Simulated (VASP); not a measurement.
Write the native input for VASP 6.6.1 that does the following.

* Task: single point
* Functional: LDA
* Potentials or basis: VASP PAW LDA potentials, release 64 (In_d)
* Cutoff: 520 eV
* k mesh: 4 × 4 × 4
* Occupations: fermi-dirac, width 0.1 eV
* Spin: no spin polarisation
* Dipole correction: no
* Further INCAR settings: ALGO = Normal; EDIFF = 1e-06; NBANDS = 26

The structure of In lies in POSCAR:

```
In
1.0
    4.8369620000      0.0000000000      0.0000000000
    0.0000000000      4.8369620000      0.0000000000
    0.0000000000      0.0000000000      4.8369620000
In
3
Direct
    0.5000000000      0.5000000000      0.0000000000
    0.5000000000      0.0000000000      0.5000000000
    0.0000000000      0.5000000000      0.5000000000
```

These files were run (other wordings do the same):

INCAR

```
SYSTEM = In
ALGO = Normal
EDIFF = 1E-6
ENCUT = 520
GGA = CA
ISIF = 2
ISMEAR = -1
LASPH = .True.
LCHARG = .True.
LELF = .True.
LREAL = .False.
LVHAR = .True.
LWAVE = .False.
NBANDS = 26
NELM = 100
PREC = Accurate
SIGMA = 0.1
```

KPOINTS

```
k-points
0
Gamma
  4 4 4
  0 0 0
```

Potentials or basis: VASP PAW LDA potentials, release 64 (In_d).

Launch:

```sh
$ cat potpaw_LDA.64/In_d/POTCAR > POTCAR
$ mpirun -np 1 vasp_std > vasp.out
```

It gave:

* Pressure: -5.8 GPa

It used 12 s of CPU time on 1 thread of Intel Xeon 6975P-C, on a shared host.
